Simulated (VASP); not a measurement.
# Al in VASP: single point with PBE

Aim: the single point of Al with PBE.

All numbers are computed with VASP 6.6.1; they aren't measurements. Logs are shortened: lines on timing, memory, paths and dates and some standing lists are left out, and cuts for length are marked.

**1. The cell of the first run**

The cell holds a slab with vacuum, 5 atoms: a = 2.827 Å, b = 2.827 Å, c = 24.186 Å, α = 90.00°, β = 90.00°, γ = 120.00°.

**2. Single point, PBE**

POSCAR reads:

```
Al
1.0
    2.8270770242      0.0000000000      0.0000000000
   -1.4135385121      2.4483205214      0.0000000000
    0.0000000000      0.0000000000     24.1859930700
Al
5
Direct
    0.0000000000      0.0000000000      0.3100968390
    0.3333333300      0.6666666600      0.4050484195
    0.0000000000      0.0000000000      0.5000000000
    0.6666666700      0.3333333400      0.5949515805
    0.0000000000      0.0000000000      0.6899031610
```

INCAR.step1 reads:

```
PREC = Accurate ; ENCUT = 520
EDIFF = 1E-7 ; ISMEAR = -1
SIGMA = 0.05 ; LREAL = False
LASPH = True ; NELM = 80
ALGO = Normal ; ISIF = 2
LWAVE = False ; LCHARG = True
GGA = PE ; NBANDS = 16
```

KPOINTS.step1 reads:

```
Automatic mesh
0
Gamma
  11 11 1
```

INCAR.step2 reads:

```
PREC = Accurate ; ENCUT = 520
EDIFF = 1E-7 ; ISMEAR = -5
SIGMA = 0.05 ; LREAL = False
LASPH = True ; NELM = 80
ALGO = Normal ; ISIF = 2
LWAVE = False ; LCHARG = False
GGA = PE ; LORBIT = 10
NEDOS = 1001 ; ICHARG = 11
```

KPOINTS.step2 reads:

```
Automatic mesh
0
Gamma
  17 17 1
```

Potentials or basis: VASP PAW PBE potentials, release 64 (Al).

The run is started by

```console
$ cat potpaw_PBE.64/Al/POTCAR > POTCAR
$ cp INCAR.step1 INCAR
$ cp KPOINTS.step1 KPOINTS
$ mpirun -np 1 vasp_std > vasp.out
$ cp INCAR.step2 INCAR
$ cp KPOINTS.step2 KPOINTS
$ mpirun -np 1 vasp_std > vasp.out
```

OUTCAR:

```text
PREC = Accurate
   ENCUT = 520
   EDIFF = 1E-7
   ISMEAR = -5
   LREAL = False
   LASPH = True
   NELM = 80
   ISIF = 2
   GGA = PE
   LORBIT = 10
   ICHARG = 11

 ion  position               nearest neighbor table
   1  0.000  0.000  0.310-   2 2.82   2 2.82   2 2.82
   2  0.333  0.667  0.405-   1 2.82   3 2.82   1 2.82   1 2.82   3 2.82   3 2.82
   3  0.000  0.000  0.500-   2 2.82   4 2.82   4 2.82   2 2.82   2 2.82   4 2.82
   4  0.667  0.333  0.595-   5 2.82   3 2.82   5 2.82   5 2.82   3 2.82   3 2.82
   5  0.000  0.000  0.690-   4 2.82   4 2.82   4 2.82

  LATTYP: Found a hexagonal cell.
 ALAT       =     2.8270770242
 C/A-ratio  =     8.5551234943

  Lattice vectors:

 A1 = (   2.8270770242,   0.0000000000,   0.0000000000)
 A2 = (  -1.4135385121,   2.4483205214,   0.0000000000)
 A3 = (   0.0000000000,   0.0000000000,  24.1859930700)

Analysis of symmetry for initial positions (statically):
=====================================================================
 Subroutine PRICEL returns:
 Original cell was already a primitive cell.

 Routine SETGRP: Setting up the symmetry group for a
 hexagonal supercell.

 Subroutine GETGRP returns: Found 12 space group operations
 (whereof 12 operations were pure point group operations)
 out of a pool of 24 trial point group operations.

The static configuration has the point symmetry D_3d.

Analysis of symmetry for dynamics (positions and initial velocities):
=====================================================================
 Subroutine PRICEL returns:
 Original cell was already a primitive cell.

 Routine SETGRP: Setting up the symmetry group for a
 hexagonal supercell.

 Subroutine GETGRP returns: Found 12 space group operations
 (whereof 12 operations were pure point group operations)
 out of a pool of 24 trial point group operations.

The dynamic configuration has the point symmetry D_3d.

 Subroutine INISYM returns: Found 12 space group operations
 (whereof 12 operations are pure point group operations),
 and found     1 'primitive' translations

----------------------------------------------------------------------------------------

                                     Primitive cell

  volume of cell :     167.4055

  direct lattice vectors                    reciprocal lattice vectors
     2.827077024  0.000000000  0.000000000     0.353722234  0.204221627  0.000000000
    -1.413538512  2.448320521  0.000000000     0.000000000  0.408443254  0.000000000
     0.000000000  0.000000000 24.185993070     0.000000000  0.000000000  0.041346245

  length of vectors
     2.827077024  2.827077024 24.185993070     0.408443254  0.408443254  0.041346245

  position of ions in fractional coordinates (direct lattice)
     0.000000000  0.000000000  0.310096839
     0.333333330  0.666666660  0.405048419
     0.000000000  0.000000000  0.500000000
     0.666666670  0.333333340  0.594951581
     0.000000000  0.000000000  0.689903161

  ion indices of the primitive-cell ions
   primitive index   ion index
                 1           1
                 2           2
                 3           3
                 4           4
                 5           5

----------------------------------------------------------------------------------------

 KPOINTS: Automatic mesh

Automatic generation of k-mesh.
 Grid dimensions read from file:
 generate k-points for:   17   17    1

 Generating k-lattice:

  Cartesian coordinates                     Fractional coordinates (reciprocal lattice)
     0.020807190  0.012013037  0.000000000     0.058823529  0.000000000  0.000000000
     0.000000000  0.024026074  0.000000000     0.000000000  0.058823529  0.000000000
     0.000000000  0.000000000  0.041346245     0.000000000  0.000000000  1.000000000

  Length of vectors
     0.024026074  0.024026074  0.041346245

  Shift w.r.t. Gamma in fractional coordinates (k-lattice)
     0.000000000  0.000000000  0.000000000

 TETIRR: Found    153 inequivalent tetrahedra from     1734

 Subroutine IBZKPT returns following result:
 ===========================================

 Found     33 irreducible k-points:

 Following reciprocal coordinates:
            Coordinates               Weight
  0.000000  0.000000  0.000000      1.000000
  0.058824  0.000000  0.000000      6.000000
  0.117647  0.000000  0.000000      6.000000
  0.176471  0.000000  0.000000      6.000000
  0.235294  0.000000  0.000000      6.000000
  0.294118  0.000000  0.000000      6.000000
[... 16 lines left out ...]
  0.411765  0.117647  0.000000     12.000000
  0.176471  0.176471  0.000000      6.000000
 [... further k-points ...]
   k-points           NKPTS =     33   k-points in BZ     NKDIM =     33   number of bands    NBANDS=     11
   number of dos      NEDOS =   1001   number of ions     NIONS =      5
   total plane-waves  NPLWV = 103680
   dimension x,y,z NGX =    24 NGY =   24 NGZ =  180
   dimension x,y,z NGXF=    48 NGYF=   48 NGZF=  360
   ions per type =               5
   NGX,Y,Z   is equivalent  to a cutoff of  14.11, 14.11, 12.37 a.u.
   NGXF,Y,Z  is equivalent  to a cutoff of  28.23, 28.23, 24.75 a.u.
 SYSTEM =  unknown system
   PREC   = accura    normal or accurate (medium, high low for compatibility)
   ISTART =      0    job   : 0-new  1-cont  2-samecut
   ICHARG =     11    charge: 1-file 2-atom 10-const
   ISPIN  =      1    spin polarized calculation?
   LNONCOLLINEAR =      F non collinear calculations
   LSORBIT =      F    spin-orbit coupling
   LASPH  =      T    aspherical Exc in radial PAW
   ENCUT  =  520.0 eV  38.22 Ry    6.18 a.u.   5.26  5.26 44.97*2*pi/ulx,y,z
   NELM   =     80;   NELMIN=  2; NELMDL=  0     # of ELM steps
   EDIFF  = 0.1E-06   stopping-criterion for ELM
   LREAL  =      F    real-space projection
   EDIFFG = 0.1E-05   stopping-criterion for IOM
   NSW    =      0    number of steps for IOM
   IBRION =     -1    ionic relax: 0-MD 1-quasi-New 2-CG
   NFREE  =      0    steps in history (QN), initial steepest desc. (CG)
   ISIF   =      2    stress and relaxation
   ISYM   =      2    0-nonsym 1-usesym 2-fastsym
   POTIM  = 0.5000    time-step for ionic-motion
   TEBEG  =    0.0;   TEEND  =   0.0 temperature during run
   PSTRESS=    0.0 pullay stress
   NELECT =      15.0000    total number of electrons
   NUPDOWN=      -1.0000    fix difference up-down
   EMIN   =  10.00;   EMAX   =-10.00  energy-range for DOS
   EFERMI =   0.00;   METHOD = LEGACY
   ISMEAR =    -5;   SIGMA  =   0.05  broadening in eV -4-tet -1-fermi 0-gaus
   EFERMI_NEDOS =   21; number of points for ismear=-14 and -15
   IALGO  =     38    algorithm
   IMIX   =      4    mixing-type and parameters
     AMIX     =   0.40;   BMIX     =  1.00
     AMIX_MAG =   1.60;   BMIX_MAG =  1.00
  volume/ion in A,a.u.               =      33.48       225.94
  Fermi-wavevector in a.u.,A,eV,Ry     =   0.732569  1.384355  7.301670  0.536658
  Thomas-Fermi vector in A             =   1.825064
   LORBIT       =     10    0 simple, 1 ext, 2 COOP (PROOUT), +10 PAW based schemes
   GGA     = PE    functional components
   LHFCALC =     F    Hartree Fock is set to
   AEXX    =    0.0000 exact exchange contribution
   IVDW    =     0    specifies the selected vdW correction
   LEPSILON=     F    determine dielectric tensor
   LRPA    =     F    only Hartree local field effects (RPA)
 non-spin polarized calculation
 Fermi weights with tetrahedron method with Bloechl corrections
  energy-cutoff  :      520.00
  volume of cell :      167.41
 maximum number of plane-waves:      4537
 NGX is ok and might be reduce to    24

 number of electron      15.0000000 magnetization

 Free energy of the ion-electron system (eV)
  ---------------------------------------------------
  ext. energy  EPLUGINS =         0.00000000
  ---------------------------------------------------
  free energy    TOTEN  =       -17.89198930 eV

  energy without entropy =      -17.89198930  energy(sigma->0) =      -17.89198930

 E-fermi :   1.9514     XC(G=0):  -5.6840

 val. band max:        1.9895940139   @ k =   0.2941   0.1765   0.0000
 cond. band min:       1.9251810755   @ k =   0.3529   0.2941   0.0000
 fundamental gap:     -0.0644129384
 Fermi energy:         1.9514355761

 k-point     1 :       0.0000    0.0000    0.0000
  band No.  band energies     occupation
      1      -9.2350      2.00000
      2      -8.5009      2.00000
      3      -7.3586      2.00000
      4      -5.7646      2.00000
      5      -3.7785      2.00000
      6      -1.7613      2.00000
      7       0.7535      2.00000
      8       3.1581      0.00000
      9       4.9411      0.00000
     10       5.9436      0.00000
     11       6.1955      0.00000

 k-point     2 :       0.0588    0.0000    0.0000
  band No.  band energies     occupation
      1      -9.1498      2.00000
      2      -8.4160      2.00000
      3      -7.2742      2.00000
      4      -5.6808      2.00000
      5      -3.6948      2.00000
      6      -1.6813      2.00000
      7       0.8332      2.00000
      8       3.2366      0.00000
      9       5.0229      0.00000
     10       6.0262      0.00000
     11       6.2786      0.00000

 k-point     3 :       0.1176    0.0000    0.0000
  band No.  band energies     occupation
      1      -8.8942      2.00000
      2      -8.1615      2.00000
      3      -7.0214      2.00000
      4      -5.4300      2.00000
      5      -3.4446      2.00000
      6      -1.4416      2.00000
      7       1.0709      2.00000
      8       3.4690      0.00000
      9       5.2660      0.00000
     10       6.2706      0.00000
     11       6.5257      0.00000

 k-point     4 :       0.1765    0.0000    0.0000
  band No.  band energies     occupation
      1      -8.4694      2.00000
      2      -7.7386      2.00000
      3      -6.6010      2.00000
      4      -5.0133      2.00000
      5      -3.0295      2.00000
      6      -1.0426      2.00000
      7       1.4624      2.04358
      8       3.8393      0.00000
      9       5.6553      0.00000
     10       6.5320      0.00000
     11       6.9133      0.00000

 k-point     5 :       0.2353    0.0000    0.0000
  band No.  band energies     occupation
      1      -7.8770      2.00000
      2      -7.1487      2.00000
      3      -6.0149      2.00000
      4      -4.4327      2.00000
      5      -2.4538      2.00000
      6      -0.4854      2.00000
      7       1.9892      0.76545
      8       4.1431      0.00000
      9       4.8838      0.00000
     10       5.4535      0.00000
     11       5.9135      0.00000
[... 211 lines left out ...]
 k-point    21 :       0.2941    0.1176    0.0000
  band No.  band energies     occupation
      1      -5.9487      2.00000
      2      -5.2298      2.00000
      3      -4.1097      2.00000
      4      -2.5544      2.00000
      5      -0.6622      2.00000
      6       1.0306      2.00000
      7       1.3407      2.01077
      8       1.7541      1.27382
      9       2.8093     -0.00682
     10       3.8645      0.00000
     11       4.2407      0.00000

 k-point    22 :       0.3529    0.1176    0.0000
  band No.  band energies     occupation
      1      -4.8719      2.00000
      2      -4.1598      2.00000
      3      -3.0510      2.00000
      4      -1.5491      2.00000
      5      -0.8166      2.00000
      6       0.0317      2.00000
      7       0.6572      2.00000
      8       1.1308      2.02893
      9       2.4009     -0.20819
     10       2.6857      0.00000
     11       4.2505      0.00000

 k-point    23 :       0.4118    0.1176    0.0000
  band No.  band energies     occupation
      1      -3.6435      2.00000
      2      -2.9475      2.00000
      3      -2.2804      2.00000
      4      -1.8584      2.00000
      5      -1.5956      2.00000
      6      -0.4760      2.00000
      7      -0.0637      2.00000
      8       1.1003      2.00000
      9       1.8141      1.42224
     10       3.0275      0.00000
     11       3.5594      0.00000

 k-point    24 :       0.1765    0.1765    0.0000
  band No.  band energies     occupation
      1      -6.9512      2.00000
      2      -6.2272      2.00000
      3      -5.0996      2.00000
      4      -3.5274      2.00000
      5      -1.5636      2.00000
      6       0.3850      2.00000
      7       2.7384      0.00000
      8       3.9547      0.00000
      9       4.2700      0.00000
     10       4.5497      0.00000
     11       5.0491      0.00000

 [... further k-points ...]
[... 5 lines left out ...]
  --------------------------------------------------------------------------------------
  -------------------------------------------------------------------------------------
  Total        0.1516163      0.1516163      2.1574697      0.0000000      0.0000000      0.0000000
  in kB        1.4510641      1.4510641     20.6483549      0.0000000      0.0000000      0.0000000
  external PRESSURE =       7.8501610 kB  Pullay stress =       0.0000000 kB

 VOLUME and BASIS-vectors are now :
 -----------------------------------------------------------------------------
  energy-cutoff  :      520.00
  volume of cell :      167.41
      direct lattice vectors                 reciprocal lattice vectors
     2.827077024  0.000000000  0.000000000     0.353722234  0.204221627  0.000000000
    -1.413538512  2.448320521  0.000000000     0.000000000  0.408443254  0.000000000
     0.000000000  0.000000000 24.185993070     0.000000000  0.000000000  0.041346245

 POSITION                                       TOTAL-FORCE (eV/Angst)
 -----------------------------------------------------------------------------------
      0.00000      0.00000      7.50000         0.000000     -0.000000     -0.331982
      0.00000      1.63221      9.79650        -0.000000      0.000000      0.170598
      0.00000      0.00000     12.09300        -0.000000     -0.000000      0.000000
      1.41354      0.81611     14.38949         0.000000     -0.000000     -0.170598
      0.00000      0.00000     16.68599        -0.000000     -0.000000      0.331982
 -----------------------------------------------------------------------------------
    total drift:                                0.000000      0.000000      0.000000

  FREE ENERGIE OF THE ION-ELECTRON SYSTEM (eV)
  ---------------------------------------------------
  free  energy   TOTEN  =       -17.8919892995 eV

  energy  without entropy=      -17.8919892995  energy(sigma->0) =      -17.89198930

 total charge

# of ion       s       p       d       tot
------------------------------------------
    1        0.451   0.315   0.000   0.766
    2        0.434   0.351   0.000   0.784
    3        0.441   0.346   0.000   0.788
    4        0.434   0.351   0.000   0.784
    5        0.451   0.315   0.000   0.766
--------------------------------------------------
tot          2.211   1.678   0.000   3.888
```

Wall time 2.5 min (1 thread of Intel Xeon 8259CL, shared host); peak memory 0.31 GiB.

Results:

* Valence electrons inside the program's atomic spheres: Al 0.77, 0.78, 0.79 (each value once)

Caveat: the highest band is partly filled, so the run has too few bands.
